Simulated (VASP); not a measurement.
# Al (P6_3/mmc) in VASP: further runs, part 2 of 2

VASP 6.6.1. Earlier steps stand in the parts before.

**3. Single point, PBE (volume scaled by 0.97, then relaxed in part)**

INCAR reads:

```
SYSTEM = Al
PREC     = Accurate       ! precision mode
ENCUT    = 520            ! plane-wave cutoff, eV
EDIFF    = 1E-7           ! SCF threshold, eV
ISMEAR   = 0              ! smearing method
SIGMA    = 0.1            ! smearing width, eV
LREAL    = .False.        ! projectors in reciprocal space
LASPH    = .True.         ! aspherical terms in the spheres
NELM     = 100            ! most SCF steps
ALGO     = Fast           ! electronic algorithm
ISIF     = 2              ! what is computed and relaxed
LWAVE    = .False.        ! write WAVECAR
LCHARG   = .True.         ! write CHGCAR
GGA      = PE             ! functional
LELF     = .True.         ! ELF
LVHAR    = .True.       
NBANDS   = 10             ! bands
```

KPOINTS reads:

```
regular mesh
0
Gamma
  22 22 12
  0 0 0
```

POSCAR reads:

```
Al
1.0
    1.4110204407     -2.4439138606      0.0000000000
    1.4110204407      2.4439138606      0.0000000000
    0.0000000000      0.0000000000      4.6802201490
Al
2
Direct
    0.3333280162      0.6666719838      0.7500000000
    0.6666719838      0.3333280162      0.2500000000
```

Potentials or basis: VASP PAW PBE potentials, release 64 (Al).

Command:

```
$ cat potpaw_PBE.64/Al/POTCAR > POTCAR
$ mpirun -np 1 vasp_std > vasp.out
```

OUTCAR:

```text
SYSTEM = Al
   PREC = Accurate
   ENCUT = 520
   EDIFF = 1E-7
   ISMEAR = 0
   LREAL = .False.
   LASPH = .True.
   NELM = 100
   ISIF = 2
   GGA = PE

 ion  position               nearest neighbor table
   1  0.333  0.667  0.750-   2 2.85   2 2.85   2 2.85   2 2.85   2 2.85   2 2.85
   2  0.667  0.333  0.250-   1 2.85   1 2.85   1 2.85   1 2.85   1 2.85   1 2.85

  LATTYP: Found a base centered orthorhombic cell.
 ALAT       =     2.8220408814
 B/A-ratio  =     1.7320187505
 C/A-ratio  =     1.6584522853

  Lattice vectors:

 A1 = (   1.4110204407,  -2.4439138606,   0.0000000000)
 A2 = (   1.4110204407,   2.4439138606,   0.0000000000)
 A3 = (   0.0000000000,   0.0000000000,   4.6802201490)

Analysis of symmetry for initial positions (statically):
=====================================================================
 Subroutine PRICEL returns:
 Original cell was already a primitive cell.

 Routine SETGRP: Setting up the symmetry group for a
 base centered orthorhombic supercell.

 Subroutine GETGRP returns: Found  8 space group operations
 (whereof  4 operations were pure point group operations)
 out of a pool of  8 trial point group operations.

The static configuration has the point symmetry C_2h.
 The point group associated with its full space group is D_2h.

Analysis of symmetry for dynamics (positions and initial velocities):
=====================================================================
 Subroutine PRICEL returns:
 Original cell was already a primitive cell.

 Routine SETGRP: Setting up the symmetry group for a
 base centered orthorhombic supercell.

 Subroutine GETGRP returns: Found  8 space group operations
 (whereof  4 operations were pure point group operations)
 out of a pool of  8 trial point group operations.

The dynamic configuration has the point symmetry C_2h.
 The point group associated with its full space group is D_2h.

 Subroutine INISYM returns: Found  8 space group operations
 (whereof  4 operations are pure point group operations),
 and found     1 'primitive' translations

[... 122 lines left out ...]
   IVDW    =     0    specifies the selected vdW correction
   LEPSILON=     F    determine dielectric tensor
   LRPA    =     F    only Hartree local field effects (RPA)
 non-spin polarized calculation
 RMM-DIIS sequential band-by-band and
 Gauss-broadening in eV      SIGMA  =   0.10
  energy-cutoff  :      520.00
  volume of cell :       32.28
 maximum number of plane-waves:       883
 NGX is ok and might be reduce to    24
   NGX = 11   NGY = 11   NGZ = 17

 number of electron       6.0000000 magnetization

 Free energy of the ion-electron system (eV)
  ---------------------------------------------------
  ext. energy  EPLUGINS =         0.00000000
  ---------------------------------------------------
  free energy    TOTEN  =        -7.42300703 eV

  energy without entropy =       -7.41918648  energy(sigma->0) =       -7.42109675

 E-fermi :   8.2302     XC(G=0): -10.2784

 val. band max:        8.2242511088   @ k =   0.4545   0.3636   0.2500
 cond. band min:       8.2435021538   @ k =  -0.4545   0.2273   0.1667
 fundamental gap:      0.0192510451
 Fermi energy:         8.2302100360

 k-point     1 :       0.0000    0.0000    0.0000
  band No.  band energies     occupation
      1      -3.0580      2.00000
      2       3.4712      2.00000
      3       3.6280      2.00000
      4      19.2432      0.00000
      5      19.2437      0.00000
      6      19.5383      0.00000
      7      19.5388      0.00000
      8      20.2457      0.00000
      9      22.3376      0.00000
     10      22.6773      0.00000
[... 287 lines left out ...]
 k-point    24 :      -0.4545    0.0455    0.0000
  band No.  band energies     occupation
      1       1.5199      2.00000
      2       4.7092      2.00000
      3       7.7683      2.00000
      4       8.2066      1.26182
      5      11.0320      0.00000
      6      11.2014      0.00000
      7      13.4695      0.00000
      8      16.8300      0.00000
      9      19.2722      0.00000
     10      19.2740      0.00000

 [... further k-points ...]

------------------------ aborting loop because EDIFF is reached ----------------------------------------

  FORCE on cell =-STRESS in cart. coord.  units (eV):
  Direction    XX          YY          ZZ          XY          YZ          ZX
  --------------------------------------------------------------------------------------
  -------------------------------------------------------------------------------------
  Total        0.4969598      0.4972654      0.4709022      0.0000000     -0.0000000      0.0000000
  in kB       24.6670001     24.6821714     23.3736139      0.0000000     -0.0000000      0.0000000
  external PRESSURE =      24.2409284 kB  Pullay stress =       0.0000000 kB

 VOLUME and BASIS-vectors are now :
 -----------------------------------------------------------------------------
  energy-cutoff  :      520.00
  volume of cell :       32.28
      direct lattice vectors                 reciprocal lattice vectors
     1.411020441 -2.443913861  0.000000000     0.354353478 -0.204589862  0.000000000
     1.411020441  2.443913861  0.000000000     0.354353478  0.204589862  0.000000000
     0.000000000  0.000000000  4.680220149     0.000000000  0.000000000  0.213665163

 POSITION                                       TOTAL-FORCE (eV/Angst)
 -----------------------------------------------------------------------------------
      1.41102      0.81466      3.51017         0.000000     -0.000052      0.000000
      1.41102     -0.81466      1.17006         0.000000      0.000052      0.000000
 -----------------------------------------------------------------------------------
    total drift:                               -0.000000     -0.000000      0.000000

  FREE ENERGIE OF THE ION-ELECTRON SYSTEM (eV)
  ---------------------------------------------------
  free  energy   TOTEN  =        -7.4230070339 eV

  energy  without entropy=       -7.4191864751  energy(sigma->0) =       -7.42109675
```

It took 97 s on 1 thread of Intel Xeon 6975P-C (Granite Rapids), shared host; peak memory 0.34 GiB.

Results:

```yaml
Free_energy: -7.4230 eV
Pressure: 2.4 GPa
Band_gap_on_the_k_mesh: zero (band 3 reaches 12.36 eV, above the bottom of band 4 at 5.02 eV)
```

**4. Single point, PBE (volume scaled by 1.03, then relaxed in part)**

INCAR reads:

```
SYSTEM = Al
ALGO = Fast ; EDIFF = 1E-7
ENCUT = 520 ; GGA = PE
ISIF = 2 ; ISMEAR = 0
LASPH = .True. ; LCHARG = .True.
LELF = .True. ; LREAL = .False.
LVHAR = .True. ; LWAVE = .False.
NBANDS = 10 ; NELM = 100
PREC = Accurate ; SIGMA = 0.1
```

KPOINTS reads:

```
k-points
0
Gamma
  22 22 12
  0 0 0
```

POSCAR reads:

```
Al
1.0
    1.4388700846     -2.4921835626      0.0000000000
    1.4388700846      2.4921835626      0.0000000000
    0.0000000000      0.0000000000      4.7791356928
Al
2
Direct
    0.3333328498      0.6666671502      0.7500000000
    0.6666671502      0.3333328498      0.2500000000
```

Potentials or basis: VASP PAW PBE potentials, release 64 (Al).

Command:

```
$ cat potpaw_PBE.64/Al/POTCAR > POTCAR
$ mpirun -np 1 vasp_std > vasp.out
```

OUTCAR:

```text
SYSTEM = Al
   EDIFF = 1E-7
   ENCUT = 520
   GGA = PE
   ISIF = 2
   ISMEAR = 0
   LASPH = .True.
   LREAL = .False.
   NELM = 100
   PREC = Accurate

 ion  position               nearest neighbor table
   1  0.333  0.667  0.750-   2 2.91   2 2.91   2 2.91   2 2.91   2 2.91   2 2.91
   2  0.667  0.333  0.250-   1 2.91   1 2.91   1 2.91   1 2.91   1 2.91   1 2.91

  LATTYP: Found a hexagonal cell.
 ALAT       =     2.8777293184
 C/A-ratio  =     1.6607314879

  Lattice vectors:

 A1 = (   1.4388700846,  -2.4921835626,   0.0000000000)
 A2 = (   1.4388700846,   2.4921835626,   0.0000000000)
 A3 = (   0.0000000000,   0.0000000000,   4.7791356928)

Analysis of symmetry for initial positions (statically):
=====================================================================
 Subroutine PRICEL returns:
 Original cell was already a primitive cell.

 Routine SETGRP: Setting up the symmetry group for a
 hexagonal supercell.

 Subroutine GETGRP returns: Found 24 space group operations
 (whereof 12 operations were pure point group operations)
 out of a pool of 24 trial point group operations.

The static configuration has the point symmetry D_3d.
 The point group associated with its full space group is D_6h.

Analysis of symmetry for dynamics (positions and initial velocities):
=====================================================================
 Subroutine PRICEL returns:
 Original cell was already a primitive cell.

 Routine SETGRP: Setting up the symmetry group for a
 hexagonal supercell.

 Subroutine GETGRP returns: Found 24 space group operations
 (whereof 12 operations were pure point group operations)
 out of a pool of 24 trial point group operations.

The dynamic configuration has the point symmetry D_3d.
 The point group associated with its full space group is D_6h.

 Subroutine INISYM returns: Found 24 space group operations
 (whereof 12 operations are pure point group operations),
 and found     1 'primitive' translations

[... 123 lines left out ...]
   LEPSILON=     F    determine dielectric tensor
   LRPA    =     F    only Hartree local field effects (RPA)
 non-spin polarized calculation
 RMM-DIIS sequential band-by-band and
 Gauss-broadening in eV      SIGMA  =   0.10
  energy-cutoff  :      520.00
  volume of cell :       34.28
 maximum number of plane-waves:       953
 NGX is ok and might be reduce to    24
   NGX = 11   NGY = 11   NGZ = 17

 number of electron       6.0000000 magnetization

 Free energy of the ion-electron system (eV)
  ---------------------------------------------------
  ext. energy  EPLUGINS =         0.00000000
  ---------------------------------------------------
  free energy    TOTEN  =        -7.42382689 eV

  energy without entropy =       -7.41999742  energy(sigma->0) =       -7.42191215

 E-fermi :   7.5950     XC(G=0): -10.0617

 val. band max:        7.5879971665   @ k =   0.3636   0.0455   0.4167
 cond. band min:       7.6049367044   @ k =   0.3636   0.0455   0.0833
 fundamental gap:      0.0169395379
 Fermi energy:         7.5949958766

 k-point     1 :       0.0000    0.0000    0.0000
  band No.  band energies     occupation
      1      -3.2674      2.00000
      2       3.0745      2.00000
      3       3.0867      2.00000
      4      18.1319      0.00000
      5      18.1320      0.00000
      6      18.5881      0.00000
      7      18.5882      0.00000
      8      19.3074      0.00000
      9      20.9259      0.00000
     10      21.4653      0.00000
[... 287 lines left out ...]
 k-point    24 :       0.1364    0.0909    0.0000
  band No.  band energies     occupation
      1      -2.3348      2.00000
      2       3.9583      2.00000
      3       3.9840      2.00000
      4      12.1614      0.00000
      5      13.1170      0.00000
      6      17.7598      0.00000
      7      17.8096      0.00000
      8      18.7150      0.00000
      9      19.0924      0.00000
     10      19.4987      0.00000

 [... further k-points ...]

------------------------ aborting loop because EDIFF is reached ----------------------------------------

  FORCE on cell =-STRESS in cart. coord.  units (eV):
  Direction    XX          YY          ZZ          XY          YZ          ZX
  --------------------------------------------------------------------------------------
  -------------------------------------------------------------------------------------
  Total       -0.4425708     -0.4425663     -0.4421926      0.0000000     -0.0000000     -0.0000000
  in kB      -20.6877072    -20.6874992    -20.6700275      0.0000000     -0.0000000     -0.0000000
  external PRESSURE =     -20.6817446 kB  Pullay stress =       0.0000000 kB

 VOLUME and BASIS-vectors are now :
 -----------------------------------------------------------------------------
  energy-cutoff  :      520.00
  volume of cell :       34.28
      direct lattice vectors                 reciprocal lattice vectors
     1.438870085 -2.492183563  0.000000000     0.347494889 -0.200627276  0.000000000
     1.438870085  2.492183563  0.000000000     0.347494889  0.200627276  0.000000000
     0.000000000  0.000000000  4.779135693     0.000000000  0.000000000  0.209242856

 POSITION                                       TOTAL-FORCE (eV/Angst)
 -----------------------------------------------------------------------------------
      1.43887      0.83073      3.58435        -0.000000     -0.000000      0.000000
      1.43887     -0.83073      1.19478         0.000000      0.000000      0.000000
 -----------------------------------------------------------------------------------
    total drift:                                0.000000     -0.000016     -0.000001

  FREE ENERGIE OF THE ION-ELECTRON SYSTEM (eV)
  ---------------------------------------------------
  free  energy   TOTEN  =        -7.4238268899 eV

  energy  without entropy=       -7.4199974198  energy(sigma->0) =       -7.42191215
```

OSZICAR:

```text
N       E                     dE             d eps       ncg     rms          rms(c)
DAV:   1    -0.511479218874E-01   -0.51148E-01   -0.23513E+03  7280   0.474E+02
DAV:   2    -0.730650652763E+01   -0.72554E+01   -0.68882E+01  9590   0.527E+01
DAV:   3    -0.746992070692E+01   -0.16341E+00   -0.16265E+00  9454   0.658E+00
DAV:   4    -0.747063321557E+01   -0.71251E-03   -0.71245E-03  8730   0.502E-01
DAV:   5    -0.747063959159E+01   -0.63760E-05   -0.63758E-05  8782   0.486E-02    0.172E+00
RMM:   6    -0.744330126805E+01    0.27338E-01   -0.29244E-03  7374   0.324E-01    0.101E+00
RMM:   7    -0.742386395577E+01    0.19437E-01   -0.86992E-03  7582   0.536E-01    0.147E-01
RMM:   8    -0.742382640506E+01    0.37551E-04   -0.29361E-04  8069   0.118E-01    0.188E-02
RMM:   9    -0.742382959456E+01   -0.31895E-05   -0.45946E-05  8477   0.464E-02    0.166E-02
RMM:  10    -0.742383043811E+01   -0.84354E-06   -0.85707E-06  8544   0.205E-02    0.161E-02
RMM:  11    -0.742383222727E+01   -0.17892E-05   -0.17620E-06  8586   0.958E-03    0.751E-02
RMM:  12    -0.742382719812E+01    0.50291E-05   -0.88959E-07  8286   0.512E-03    0.100E-02
RMM:  13    -0.742382688893E+01    0.30919E-06   -0.15543E-07  7548   0.251E-03    0.939E-04
RMM:  14    -0.742382688985E+01   -0.92277E-09   -0.33416E-08  5052   0.133E-03
   1 F= -.74238269E+01 E0= -.74219122E+01  d E =-.382947E-02
```

stdout:

```text
POSCAR found type information on POSCAR Al
 POSCAR found :  1 types and       2 ions
 scaLAPACK will be used
 LDA part: xc-table for (Slater+PW92), standard interpolation
 POSCAR, INCAR and KPOINTS ok, starting setup
 FFT: planning ... GRIDC
 FFT: planning ... GRID_SOFT
 FFT: planning ... GRID
 WAVECAR not read
 entering main loop
```

Wall time 36 s (1 thread of Intel Xeon 6975P-C (Granite Rapids), shared host); peak memory 0.22 GiB.

Results:

| Item | Value |
| --- | --- |
| Free energy | -7.4238 eV |
| Pressure | -2.1 GPa |
| Band gap on the k mesh | zero (band 3 reaches 11.60 eV, above the bottom of band 4 at 4.47 eV) |

Levels at points of the mesh, in eV from the Fermi level:
| k point | band 1 | band 2 | band 3 | band 4 | band 5 | band 6 | band 7 | band 8 |
| --- | --- | --- | --- | --- | --- | --- | --- | --- |
| (0.00, 0.00, 0.00) | -10.86 | -4.52 | -4.51 | 10.54 | 10.54 | 10.99 | 10.99 | 11.71 |
| (0.50, 0.00, 0.00) | -5.13 | -4.92 | 0.62 | 0.93 | 1.54 | 1.55 | 5.63 | 7.24 |
| (0.00, 0.00, 0.50) | -9.25 | -9.25 | 3.08 | 3.08 | 11.78 | 11.78 | 11.78 | 11.78 |
| (0.50, 0.00, 0.50) | -3.77 | -3.77 | -3.13 | -3.13 | 7.02 | 7.02 | 7.50 | 7.50 |

**5. Relaxation of shape and atoms at fixed volume, PBE (volume scaled by 1.10)**

INCAR reads:

```
ALGO = Fast ; EDIFF = 1E-6
EDIFFG = -0.01 ; ENCUT = 600
GGA = PE ; IBRION = 2
ISIF = 4 ; ISMEAR = 0
LASPH = T ; LCHARG = F
LREAL = F ; LWAVE = F
NELM = 100 ; NSW = 50
PREC = Accurate ; SIGMA = 0.1
```

KPOINTS reads:

```
k-points
0
Gamma
  22 22 12
```

POSCAR reads:

```
Al
1.0
    1.4707504110     -2.5474144371      0.0000000000
    1.4707504110      2.5474144371      0.0000000000
    0.0000000000      0.0000000000      4.8850368971
Al
2
Direct
    0.3333333333      0.6666666667      0.7500000000
    0.6666666667      0.3333333333      0.2500000000
```

Command:

```
$ cat potpaw_PBE.64/Al/POTCAR > POTCAR
$ mpirun -np 1 vasp_std > vasp.out
```

It took 34 s on 1 thread of Intel Xeon 6975P-C (Granite Rapids), shared host; peak memory 0.23 GiB.

Results (log left out):

* Free energy: -7.3655 eV
* Energy gained by relaxing: 0.0 meV/atom
* Ionic steps: 2
* Pressure after relaxing: -5.7 GPa
* Band gap on the k mesh: zero (band 3 reaches 10.81 eV, above the bottom of band 4 at 3.89 eV)

Stress tensor (GPa, compression positive):
```
-5.76  0.00  0.00
 0.00 -5.76  0.00
 0.00  0.00 -5.65
```

Final structure:
```
Al
1.0
     1.47023   -2.54651    0.00000
     1.47023    2.54651    0.00000
     0.00000    0.00000    4.88850
Al
2
Cartesian
  1.4702 0.8488 3.6664
  1.4702 -0.8488 1.2221
```

Levels at points of the mesh, in eV from the Fermi level:
```csv
k point,band 1,band 2,band 3,band 4,band 5,band 6,band 7
"(0.00, 0.00, 0.00)",-10.41,-4.43,-4.24,10.02,10.02,10.64,10.64
"(0.50, 0.00, 0.00)",-4.96,-4.67,0.65,0.83,1.36,1.63,5.36
"(0.00, 0.00, 0.50)",-8.87,-8.87,2.95,2.95,11.29,11.29,11.29
"(0.50, 0.00, 0.50)",-3.57,-3.57,-3.04,-3.04,6.70,6.70,7.35
```

**6. The runs side by side**

| task | cell | cutoff (eV) | gap on the mesh (eV) | pressure (GPa) |
| --- | --- | --- | --- | --- |
| single point | a = 2.795, b = 2.795, c = 4.624 Å, angles 90.0, 90.0, 120.0°, 2 atoms | 520 | none | 5.3 |
| single point | a = 2.822, b = 2.822, c = 4.680 Å, angles 90.0, 90.0, 120.0°, 2 atoms | 520 | none | 2.4 |
| single point | a = 2.878, b = 2.878, c = 4.779 Å, angles 90.0, 90.0, 120.0°, 2 atoms | 520 | none | -2.1 |
| relaxation of shape and atoms at fixed volume | relaxed from a = 2.942, b = 2.942, c = 4.885 Å, angles 90.0, 90.0, 120.0°, 2 atoms | 600 | none | -5.7 |

Alike in all rows: level PBE; potentials or basis VASP PAW PBE potentials, release 64 (Al); no spin polarisation; k mesh 22 × 22 × 12; smearing gaussian 0.1 eV.

Total energies depend on the potentials used, so only differences within one code and one set of settings carry meaning.
